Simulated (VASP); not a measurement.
# Al (P6_3/mmc) in VASP: notebook, part 2 of 2

VASP 6.6.1. Earlier steps stand in the parts before.

## Step 5: Single point, LDA

This run uses another cell than the first one, of 14.31 Å³/atom, 1.011 times its volume.

File INCAR:

```
PREC = Accurate ; ENCUT = 520
EDIFF = 1E-7 ; ISMEAR = 0
SIGMA = 0.15 ; LREAL = F
LASPH = T ; NELM = 100
ALGO = Normal ; ISIF = 2
LWAVE = F ; LCHARG = F
NBANDS = 10
```

File KPOINTS:

```
Automatic mesh
0
Gamma
  18 18 10
```

File POSCAR:

```
Al
1.0
    2.6553000000      0.0000000000      0.0000000000
   -1.3276500000      2.2995572547      0.0000000000
    0.0000000000      0.0000000000      4.6862330202
Al
2
Direct
    0.6666666667      0.3333333333      0.7500000000
    0.3333333333      0.6666666667      0.2500000000
```

Potentials or basis: VASP PAW LDA potentials, release 64 (Al).

Launch:

```sh
$ cat potpaw_LDA.64/Al/POTCAR > POTCAR
$ mpirun -np 1 vasp_std > vasp.out
```

OUTCAR:

```text
PREC = Accurate
   ENCUT = 520
   EDIFF = 1E-7
   ISMEAR = 0
   LREAL = F
   LASPH = T
   NELM = 100
   ISIF = 2

 ion  position               nearest neighbor table
   1  0.667  0.333  0.750-   2 2.80   2 2.80   2 2.80   2 2.80   2 2.80   2 2.80
   2  0.333  0.667  0.250-   1 2.80   1 2.80   1 2.80   1 2.80   1 2.80   1 2.80

  LATTYP: Found a hexagonal cell.
 ALAT       =     2.6553000000
 C/A-ratio  =     1.7648600987

  Lattice vectors:

 A1 = (   2.6553000000,   0.0000000000,   0.0000000000)
 A2 = (  -1.3276500000,   2.2995572547,   0.0000000000)
 A3 = (   0.0000000000,   0.0000000000,   4.6862330202)

Analysis of symmetry for initial positions (statically):
=====================================================================
 Subroutine PRICEL returns:
 Original cell was already a primitive cell.

 Routine SETGRP: Setting up the symmetry group for a
 hexagonal supercell.

 Subroutine GETGRP returns: Found 24 space group operations
 (whereof 12 operations were pure point group operations)
 out of a pool of 24 trial point group operations.

The static configuration has the point symmetry D_3d.
 The point group associated with its full space group is D_6h.

Analysis of symmetry for dynamics (positions and initial velocities):
=====================================================================
 Subroutine PRICEL returns:
 Original cell was already a primitive cell.

 Routine SETGRP: Setting up the symmetry group for a
 hexagonal supercell.

 Subroutine GETGRP returns: Found 24 space group operations
 (whereof 12 operations were pure point group operations)
 out of a pool of 24 trial point group operations.

The dynamic configuration has the point symmetry D_3d.
 The point group associated with its full space group is D_6h.

 Subroutine INISYM returns: Found 24 space group operations
 (whereof 12 operations are pure point group operations),
 and found     1 'primitive' translations

----------------------------------------------------------------------------------------

                                     Primitive cell

  volume of cell :      28.6142

  direct lattice vectors                    reciprocal lattice vectors
     2.655300000  0.000000000  0.000000000     0.376605280  0.217433160  0.000000000
    -1.327650000  2.299557255  0.000000000     0.000000000  0.434866320  0.000000000
     0.000000000  0.000000000  4.686233020     0.000000000  0.000000000  0.213391011

  length of vectors
     2.655300000  2.655300000  4.686233020     0.434866320  0.434866320  0.213391011

  position of ions in fractional coordinates (direct lattice)
     0.666666667  0.333333333  0.750000000
     0.333333333  0.666666667  0.250000000

  ion indices of the primitive-cell ions
   primitive index   ion index
                 1           1
                 2           2

----------------------------------------------------------------------------------------

 KPOINTS: Automatic mesh

Automatic generation of k-mesh.
 Grid dimensions read from file:
 generate k-points for:   18   18   10
[... 23 lines left out ...]
  0.111111  0.000000  0.000000      6.000000
  0.166667 -0.000000  0.000000      6.000000
  0.222222  0.000000  0.000000      6.000000
  0.277778 -0.000000  0.000000      6.000000
[... 16 lines left out ...]
  0.333333  0.111111  0.000000     12.000000
  0.388889  0.111111  0.000000     12.000000
 [... further k-points ...]
   k-points           NKPTS =    222   k-points in BZ     NKDIM =    222   number of bands    NBANDS=     10
   number of dos      NEDOS =    301   number of ions     NIONS =      2
   total plane-waves  NPLWV =  14400
   dimension x,y,z NGX =    20 NGY =   20 NGZ =   36
   dimension x,y,z NGXF=    40 NGYF=   40 NGZF=   72
   ions per type =               2
   NGX,Y,Z   is equivalent  to a cutoff of  12.52, 12.52, 12.77 a.u.
   NGXF,Y,Z  is equivalent  to a cutoff of  25.04, 25.04, 25.54 a.u.
 SYSTEM =  unknown system
   PREC   = accura    normal or accurate (medium, high low for compatibility)
   ISTART =      0    job   : 0-new  1-cont  2-samecut
   ICHARG =      2    charge: 1-file 2-atom 10-const
   ISPIN  =      1    spin polarized calculation?
   LNONCOLLINEAR =      F non collinear calculations
   LSORBIT =      F    spin-orbit coupling
   LASPH  =      T    aspherical Exc in radial PAW
   ENCUT  =  520.0 eV  38.22 Ry    6.18 a.u.   4.94  4.94  8.71*2*pi/ulx,y,z
   NELM   =    100;   NELMIN=  2; NELMDL= -5     # of ELM steps
   EDIFF  = 0.1E-06   stopping-criterion for ELM
   LREAL  =      F    real-space projection
   EDIFFG = 0.1E-05   stopping-criterion for IOM
   NSW    =      0    number of steps for IOM
   IBRION =     -1    ionic relax: 0-MD 1-quasi-New 2-CG
   NFREE  =      0    steps in history (QN), initial steepest desc. (CG)
   ISIF   =      2    stress and relaxation
   ISYM   =      2    0-nonsym 1-usesym 2-fastsym
   POTIM  = 0.5000    time-step for ionic-motion
   TEBEG  =    0.0;   TEEND  =   0.0 temperature during run
   PSTRESS=    0.0 pullay stress
   NELECT =       6.0000    total number of electrons
   NUPDOWN=      -1.0000    fix difference up-down
   EMIN   =  10.00;   EMAX   =-10.00  energy-range for DOS
   EFERMI =   0.00;   METHOD = LEGACY
   ISMEAR =     0;   SIGMA  =   0.15  broadening in eV -4-tet -1-fermi 0-gaus
   EFERMI_NEDOS =   21; number of points for ismear=-14 and -15
   IALGO  =     38    algorithm
   IMIX   =      4    mixing-type and parameters
     AMIX     =   0.40;   BMIX     =  1.00
     AMIX_MAG =   1.60;   BMIX_MAG =  1.00
  volume/ion in A,a.u.               =      14.31        96.55
  Fermi-wavevector in a.u.,A,eV,Ry     =   0.972593  1.837935 12.870268  0.945938
  Thomas-Fermi vector in A             =   2.102905
   LORBIT       =      0    0 simple, 1 ext, 2 COOP (PROOUT), +10 PAW based schemes
   GGA     = CA    functional components
   LHFCALC =     F    Hartree Fock is set to
   AEXX    =    0.0000 exact exchange contribution
   IVDW    =     0    specifies the selected vdW correction
   LEPSILON=     F    determine dielectric tensor
   LRPA    =     F    only Hartree local field effects (RPA)
 non-spin polarized calculation
 Gauss-broadening in eV      SIGMA  =   0.15
  energy-cutoff  :      520.00
  volume of cell :       28.61
 maximum number of plane-waves:       791
 NGX is ok and might be reduce to    20
   NGX =  9   NGY =  9   NGZ = 17

 number of electron       6.0000000 magnetization

 Free energy of the ion-electron system (eV)
  ---------------------------------------------------
  ext. energy  EPLUGINS =         0.00000000
  ---------------------------------------------------
  free energy    TOTEN  =        -8.18400379 eV

  energy without entropy =       -8.17662083  energy(sigma->0) =       -8.18031231

 E-fermi :   9.3275     XC(G=0): -10.8797

 val. band max:        9.2781852170   @ k =   0.3333   0.3333   0.4000
 cond. band min:       9.3304005501   @ k =   0.3889   0.1111   0.0000
 fundamental gap:      0.0522153331
 Fermi energy:         9.3274647011

 k-point     1 :       0.0000    0.0000    0.0000
  band No.  band energies     occupation
      1      -2.7702      2.00000
      2       3.7682      2.00000
      3       3.7906      2.00000
      4      20.7747      0.00000
      5      22.1427      0.00000
      6      22.1427      0.00000
      7      22.3915      0.00000
      8      22.3915      0.00000
      9      22.6088      0.00000
     10      25.9136      0.00000
[... 287 lines left out ...]
 k-point    24 :       0.3889    0.1111    0.0000
  band No.  band energies     occupation
      1       2.8510      2.00000
      2       5.6933      2.00000
      3       9.1108      1.95890
      4       9.3304      0.97792
      5      11.6886      0.00000
      6      12.0672      0.00000
      7      14.2083      0.00000
      8      19.2980      0.00000
      9      19.4123      0.00000
     10      21.7916      0.00000

 [... further k-points ...]

------------------------ aborting loop because EDIFF is reached ----------------------------------------

  FORCE on cell =-STRESS in cart. coord.  units (eV):
  Direction    XX          YY          ZZ          XY          YZ          ZX
  --------------------------------------------------------------------------------------
  -------------------------------------------------------------------------------------
  Total        2.6329934      2.6329934      1.1856875      0.0000000     -0.0000000      0.0000000
  in kB      147.4275495    147.4275495     66.3894571      0.0000000     -0.0000000      0.0000000
  external PRESSURE =     120.4148520 kB  Pullay stress =       0.0000000 kB

 VOLUME and BASIS-vectors are now :
 -----------------------------------------------------------------------------
  energy-cutoff  :      520.00
  volume of cell :       28.61
      direct lattice vectors                 reciprocal lattice vectors
     2.655300000  0.000000000  0.000000000     0.376605280  0.217433160  0.000000000
    -1.327650000  2.299557255  0.000000000     0.000000000  0.434866320  0.000000000
     0.000000000  0.000000000  4.686233020     0.000000000  0.000000000  0.213391011

 POSITION                                       TOTAL-FORCE (eV/Angst)
 -----------------------------------------------------------------------------------
      1.32765      0.76652      3.51467         0.000000      0.000000      0.000000
     -0.00000      1.53304      1.17156        -0.000000     -0.000000      0.000000
 -----------------------------------------------------------------------------------
    total drift:                               -0.000000      0.000000     -0.000000

  FREE ENERGIE OF THE ION-ELECTRON SYSTEM (eV)
  ---------------------------------------------------
  free  energy   TOTEN  =        -8.1840037893 eV

  energy  without entropy=       -8.1766208296  energy(sigma->0) =       -8.18031231
```

OSZICAR:

```text
N       E                     dE             d eps       ncg     rms          rms(c)
DAV:   1    -0.449888826192E+00   -0.44989E+00   -0.23758E+03  4464   0.479E+02
DAV:   2    -0.809779378909E+01   -0.76479E+01   -0.73828E+01  5818   0.578E+01
DAV:   3    -0.825453464777E+01   -0.15674E+00   -0.15542E+00  5920   0.644E+00
DAV:   4    -0.825503165371E+01   -0.49701E-03   -0.49696E-03  5318   0.411E-01
DAV:   5    -0.825503385547E+01   -0.22018E-05   -0.22015E-05  5390   0.272E-02    0.235E+00
DAV:   6    -0.821171881107E+01    0.43315E-01   -0.41187E-03  4916   0.286E-01    0.131E+00
DAV:   7    -0.818430122051E+01    0.27418E-01   -0.93012E-03  4708   0.427E-01    0.212E-01
DAV:   8    -0.818400472462E+01    0.29650E-03   -0.19933E-04  5962   0.750E-02    0.107E-02
DAV:   9    -0.818400389531E+01    0.82931E-06   -0.13079E-06  5244   0.706E-03    0.248E-03
DAV:  10    -0.818400378827E+01    0.10704E-06   -0.21638E-07  4852   0.177E-03    0.243E-04
DAV:  11    -0.818400378932E+01   -0.10525E-08   -0.78495E-09  2700   0.572E-04
   1 F= -.81840038E+01 E0= -.81803123E+01  d E =-.738296E-02
```

stdout:

```text
POSCAR found type information on POSCAR Al
 POSCAR found :  1 types and       2 ions
 scaLAPACK will be used
 LDA part: xc-table for (Slater(with rela. corr.)+CA(PZ))
 , standard interpolation
 POSCAR, INCAR and KPOINTS ok, starting setup
 FFT: planning ... GRIDC
 FFT: planning ... GRID_SOFT
 FFT: planning ... GRID
 WAVECAR not read
 entering main loop
```

It took 57 s on 1 thread of Intel Xeon 8259CL, shared host; peak memory 0.16 GiB.

Results:

```
Free energy            : -8.1840 eV
Pressure               : 12.0 GPa
Band gap on the k mesh : zero (band 3 reaches 13.11 eV, above the bottom of band 4 at 6.16 eV)
```

Stress tensor (GPa, compression positive):
```
14.74  0.00  0.00
 0.00 14.74  0.00
 0.00  0.00  6.64
```

Levels at points of the mesh, in eV from the Fermi level:
| k point | band 1 | band 2 | band 3 | band 4 | band 5 | band 6 | band 7 |
| --- | --- | --- | --- | --- | --- | --- | --- |
| (0.00, 0.00, 0.00) | -12.10 | -5.56 | -5.54 | 11.45 | 12.82 | 12.82 | 13.06 |
| (0.50, 0.00, 0.00) | -5.40 | -5.30 | 0.62 | 0.69 | 1.27 | 1.59 | 7.32 |
| (0.00, 0.00, 0.50) | -10.43 | -10.43 | 2.25 | 2.25 | 13.62 | 13.62 | 13.62 |
| (0.50, 0.00, 0.50) | -4.21 | -4.21 | -3.17 | -3.17 | 7.65 | 7.65 | 8.56 |

## Step 6: The runs side by side

| cell | gap on the mesh (eV) | pressure (GPa) |
| --- | --- | --- |
| a = 2.753, b = 2.753, c = 4.311 Å, angles 90.0, 90.0, 120.0°, 2 atoms | none | 12.8 |
| a = 2.718, b = 2.718, c = 4.452 Å, angles 90.0, 90.0, 120.0°, 2 atoms | none | 11.7 |
| a = 2.606, b = 2.606, c = 4.874 Å, angles 90.0, 90.0, 120.0°, 2 atoms | none | 13.8 |
| a = 2.655, b = 2.655, c = 4.686 Å, angles 90.0, 90.0, 120.0°, 2 atoms | none | 12.0 |

Alike in all rows: task single point; level LDA; potentials or basis VASP PAW LDA potentials, release 64 (Al); no spin polarisation; k mesh 18 × 18 × 10; cutoff (eV) 520; smearing gaussian 0.15 eV.

Total energies depend on the potentials used, so only differences within one code and one set of settings carry meaning.
